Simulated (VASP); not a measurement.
# C (C2/m) in VASP: further runs, part 2 of 2

VASP 6.6.1.

### Step 4. Single point, PBE+D3(BJ) (atoms displaced along several vibrational modes)

The input, INCAR:

```
  PREC = Accurate
  ENCUT = 520
  EDIFF = 1E-7
  ISMEAR = 0
  SIGMA = 0.05
  LREAL = F
  LASPH = T
  NELM = 100
  ALGO = Normal
  ISIF = 2
  LWAVE = F
  LCHARG = F
  GGA = PE
  IVDW = 12
  NBANDS = 11
```

The input, KPOINTS:

```
regular mesh
0
Gamma
  15 15 15
```

The input, POSCAR:

```
C
1.0
    1.2324984681      0.7115833223      3.3613878357
   -1.2324984681      0.7115833223      3.3613878357
    0.0000000000     -1.4231666447      3.3613878357
C
2
Direct
    0.1642793571      0.1642793571      0.1853591091
    0.8357206429      0.8357206429      0.8146408909
```

Potentials or basis: VASP PAW PBE potentials, release 64 (C).

On the command line:

```bash
cat potpaw_PBE.64/C/POTCAR > POTCAR
mpirun -np 1 vasp_std > vasp.out
```

OUTCAR:

```text
PREC = Accurate
   ENCUT = 520
   EDIFF = 1E-7
   ISMEAR = 0
   LREAL = F
   LASPH = T
   NELM = 100
   ISIF = 2
   GGA = PE
   IVDW = 12
 IVDW          = 12

 ion  position               nearest neighbor table
   1  0.164  0.164  0.185-   2 1.37   2 1.46   2 1.46
   2  0.836  0.836  0.815-   1 1.37   1 1.46   1 1.46

  LATTYP: Found a trigonal (rhomboedric) cell.
 ALAT       =     3.6502508791
 COS(alpha) =     0.7719881893

  Lattice vectors:

 A1 = (   1.2324984681,   0.7115833223,   3.3613878357)
 A2 = (  -1.2324984681,   0.7115833223,   3.3613878357)
 A3 = (   0.0000000000,  -1.4231666447,   3.3613878357)

Analysis of symmetry for initial positions (statically):
=====================================================================
 Subroutine PRICEL returns:
 Original cell was already a primitive cell.

 Routine SETGRP: Setting up the symmetry group for a
 trigonal (rhombohedral) supercell.

 Subroutine GETGRP returns: Found  4 space group operations
 (whereof  4 operations were pure point group operations)
 out of a pool of 12 trial point group operations.

The static configuration has the point symmetry C_2h.

[... 170 lines left out ...]
      2      -1.8785      2.00000
      3       0.8714      2.00000
      4       2.6433      2.00000
      5       8.7276      0.00000
      6      11.8784      0.00000
      7      14.1574      0.00000
      8      16.2171      0.00000
      9      17.3359      0.00000
     10      27.4014      0.00000
     11      30.0472      0.00000
[... 309 lines left out ...]
 k-point    24 :       0.2667    0.0667    0.0000
  band No.  band energies     occupation
      1     -13.5767      2.00000
      2      -2.3510      2.00000
      3      -0.6183      2.00000
      4      -0.3515      2.00000
      5      10.6773      0.00000
      6      12.6342      0.00000
      7      13.1133      0.00000
      8      17.2338      0.00000
      9      20.2443      0.00000
     10      23.4895      0.00000
     11      27.4850      0.00000

 [... further k-points ...]

------------------------ aborting loop because EDIFF is reached ----------------------------------------

 Edisp (eV)   -0.31218

 E8    (eV) :    -0.0885

  FORCE on cell =-STRESS in cart. coord.  units (eV):
  Direction    XX          YY          ZZ          XY          YZ          ZX
  --------------------------------------------------------------------------------------
  -------------------------------------------------------------------------------------
  Total      -0.36149     1.03691    -0.12348     0.00000     0.32075     0.00000
  in kB     -32.74312    93.92263   -11.18430     0.00000    29.05330     0.00000
  external pressure =       16.67 kB  Pullay stress =        0.00 kB

 VOLUME and BASIS-vectors are now :
 -----------------------------------------------------------------------------
  energy-cutoff  :      520.00
  volume of cell :       17.69
      direct lattice vectors                 reciprocal lattice vectors
     1.232498468  0.711583322  3.361387836     0.405680017  0.234219467  0.099165389
    -1.232498468  0.711583322  3.361387836    -0.405680017  0.234219467  0.099165389
     0.000000000 -1.423166645  3.361387836     0.000000000 -0.468438935  0.099165389

 POSITION                                       TOTAL-FORCE (eV/Angst)
 -----------------------------------------------------------------------------------
      0.00000     -0.03000      1.72748         0.000000      3.382350     -1.528323
      0.00000      0.03000      8.35669         0.000000     -3.382350      1.528323
 -----------------------------------------------------------------------------------
    total drift:                                0.000000      0.000000     -0.000000

  FREE ENERGIE OF THE ION-ELECTRON SYSTEM (eV)
  ---------------------------------------------------
  free  energy   TOTEN  =       -18.5617578524 eV

  energy  without entropy=      -18.5617578522  energy(sigma->0) =      -18.56175785
```

OSZICAR:

```text
N       E                     dE             d eps       ncg     rms          rms(c)
DAV:   1     0.616208216638E+01    0.61621E+01   -0.45434E+03 20422   0.663E+02
DAV:   2    -0.188315517033E+02   -0.24994E+02   -0.23697E+02 26099   0.130E+02
DAV:   3    -0.194360785924E+02   -0.60453E+00   -0.60340E+00 24873   0.170E+01
DAV:   4    -0.194383056808E+02   -0.22271E-02   -0.22270E-02 23211   0.128E+00
DAV:   5    -0.194383143122E+02   -0.86314E-05   -0.86314E-05 25206   0.733E-02    0.633E+00
DAV:   6    -0.185319313217E+02    0.90638E+00   -0.78586E-01 23261   0.515E+00    0.368E+00
DAV:   7    -0.182463919357E+02    0.28554E+00   -0.88191E-01 23804   0.548E+00    0.104E+00
DAV:   8    -0.182497076347E+02   -0.33157E-02   -0.19546E-02 22261   0.910E-01    0.115E-01
DAV:   9    -0.182495124847E+02    0.19515E-03   -0.61441E-04 24262   0.162E-01    0.522E-02
DAV:  10    -0.182495784392E+02   -0.65955E-04   -0.10540E-04 22518   0.748E-02    0.212E-02
DAV:  11    -0.182495816400E+02   -0.32007E-05   -0.70503E-06 24012   0.175E-02    0.223E-03
DAV:  12    -0.182495819276E+02   -0.28766E-06   -0.63693E-07 22744   0.620E-03    0.133E-03
DAV:  13    -0.182495819328E+02   -0.51512E-08   -0.47612E-08 23501   0.151E-03
   1 F= -.18561758E+02 E0= -.18561758E+02  d E =-.182242E-09
```

stdout:

```text
POSCAR found type information on POSCAR C
 POSCAR found :  1 types and       2 ions
 scaLAPACK will be used
 LDA part: xc-table for (Slater+PW92), standard interpolation
 POSCAR, INCAR and KPOINTS ok, starting setup
 FFT: planning ... GRIDC
 FFT: planning ... GRID_SOFT
 FFT: planning ... GRID
 WAVECAR not read
 entering main loop
```

Run time: 1.7 min. Hardware: 1 thread of Intel Xeon 6975P-C (Granite Rapids), shared host; peak memory 0.27 GiB.

Results:

- Free energy: -18.5618 eV
- Pressure: 1.7 GPa
- Largest force: 3.712 eV/Å
- Dispersion energy per atom: -0.156 eV

Forces in eV/Å, atoms in the order of the input:
```
C    0.000  3.382 -1.528
C    0.000 -3.382  1.528
```

Stress tensor (GPa, compression positive):
```
-3.27  0.00  0.00
 0.00  9.39  2.91
 0.00  2.91 -1.12
```

Caveat: the cell differs from its parent crystal (atoms displaced along several vibrational modes); the stress differs along the axes, from -3 to 9 GPa; forces of over 1 eV/Å act on the atoms, so gaps and moduli don't describe the material at rest.

### Step 5. Single point, PBE+D3(BJ) (atoms displaced along a vibrational mode)

The input, INCAR:

```
SYSTEM = C
PREC = Accurate ; ENCUT = 520
EDIFF = 1E-6 ; ISMEAR = 0
SIGMA = 0.05 ; LREAL = .FALSE.
LASPH = .TRUE. ; NELM = 100
ALGO = Normal ; ISIF = 2
LWAVE = .FALSE. ; LCHARG = .TRUE.
GGA = PE ; IVDW = 12
LELF = .TRUE. ; LVHAR = .TRUE.
NBANDS = 11
```

The input, KPOINTS:

```
Automatic mesh
0
G
  15 15 15
  0 0 0
```

The input, POSCAR:

```
C
1.0
    1.2324984681      0.7115833223      3.3613878357
   -1.2324984681      0.7115833223      3.3613878357
    0.0000000000     -1.4231666447      3.3613878357
C
2
Direct
    0.1736221691      0.1736221691      0.1525424171
    0.8263778309      0.8263778309      0.8474575829
```

On the command line:

```bash
cat potpaw_PBE.64/C/POTCAR > POTCAR
mpirun -np 1 vasp_std > vasp.out
```

Run time: 1.7 min. Hardware: 1 thread of Intel Xeon 6975P-C (Granite Rapids), shared host; peak memory 0.27 GiB.

Results (log left out):

```
Free energy                : -18.6430 eV
Pressure                   : 2.0 GPa
Largest force              : 2.983 eV/Å
Dispersion energy per atom : -0.156 eV
```

Forces in eV/Å, atoms in the order of the input:
```
C    0.000 -2.983  0.008
C    0.000  2.983 -0.008
```

Stress tensor (GPa, compression positive):
```
 8.72  0.00  0.00
 0.00 -2.88  0.06
 0.00  0.06  0.04
```

Caveat: the cell differs from its parent crystal (atoms displaced along a vibrational mode); the stress differs along the axes, from -3 to 9 GPa; forces of over 1 eV/Å act on the atoms, so gaps and moduli don't describe the material at rest.

### Step 6. Summary

| cell | pressure (GPa) | largest force (eV/Å) |
| --- | --- | --- |
| as given, atomic positions A | 5.3 | 7.46 |
| as given, atomic positions B | 3.7 | 5.88 |
| as given, atomic positions C | 1.7 | 3.71 |
| as given, atomic positions D | 2.0 | 2.98 |

Alike in all rows: task single point; level PBE+D3(BJ); potentials or basis VASP PAW PBE potentials, release 64 (C); no spin polarisation; k mesh 15 × 15 × 15; cutoff (eV) 520; smearing gaussian 0.05 eV.

Caveats: forces of over 1 eV/Å act on the atoms, so gaps and moduli don't describe the material at rest; the stress differs along the axes, from -3 to 9 GPa (at least some runs); the stress differs along the axes, from -5 to 23 GPa (at least some runs); the stress differs along the axes, from -5 to 17 GPa (at least some runs).

Absolute energies hang on the potentials; compare differences alone.
